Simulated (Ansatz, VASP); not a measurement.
**Two plane-wave programs on MgO**

The input INCAR:

```
ALGO     = Normal         # electronic algorithm
EDIFF    = 1E-6           # SCF threshold, eV
ENCUT    = 520            # plane-wave cutoff, eV
GGA      = PS             # functional
ISIF     = 2              # what is computed and relaxed
ISMEAR   = 1              # smearing method
LASPH    = True           # aspherical terms in the spheres
LCHARG   = False          # write CHGCAR
LREAL    = False          # projectors in reciprocal space
LWAVE    = False          # write WAVECAR
NBANDS   = 11             # bands
NELM     = 100            # most SCF steps
PREC     = Accurate       # precision mode
SIGMA    = 0.05           # smearing width, eV
```

The input KPOINTS:

```
k-points
0
Gamma
  8 8 8
```

File POSCAR:

```
MgO
1.0
    0.0000000000      2.1021674158      2.1021674158
    2.1021674158      0.0000000000      2.1021674158
    2.1021674158      2.1021674158      0.0000000000
Mg O
1 1
Direct
    0.0000000000      0.0000000000      0.0000000000
    0.5000000000      0.5000000000      0.5000000000
```

Input for Ansatz:

```yaml
crystal:
  lattice:
    - [0.0, 2.1021674158, 2.1021674158]
    - [2.1021674158, 0.0, 2.1021674158]
    - [2.1021674158, 2.1021674158, 0.0]
  atoms:
    - { symbol: Mg, position: [0.0, 0.0, 0.0] }
    - { symbol: O, position: [0.5, 0.5, 0.5] }
kpoints:
  mp_grid: { grid: [8, 8, 8] }
hamiltonian:
  xc: pbesol
scf:
  occupations: { method: methfessel_paxton, width: 0.05 }
  n_extra_bands: 4
output:
  forces: true
  stress: true
  eigenvalues: true
```

Alike in both runs: task single point; functional PBEsol; k mesh 8 × 8 × 8; occupations methfessel-paxton of order 1, width 0.05 eV; no spin polarisation.

|  | VASP | Ansatz |
| --- | --- | --- |
| version | VASP 6.6.1 | Ansatz 0.2.0 |
| potentials or method | VASP PAW PBE potentials, release 64 (Mg, O) | plane waves |
| plane-wave cutoff (eV) | 520 | 420 |
| valence electrons in the cell | 8 | 16 |

Ansatz gave:

```
gap on the k mesh at the Fermi level (eV) : 4.69
pressure (GPa)                            : 1.1
```

Q: What did VASP give for the same quantities?

A: gap on the k mesh at the Fermi level (eV): 4.69; pressure (GPa): 0.6.

VASP's potentials were made for PBE, not for PBEsol. With one functional, cell and mesh, what is left measures potentials, basis and numerics. VASP's potentials hold 8 valence electrons a cell and Ansatz's 16, so a difference there can come from the potentials and not from the codes.
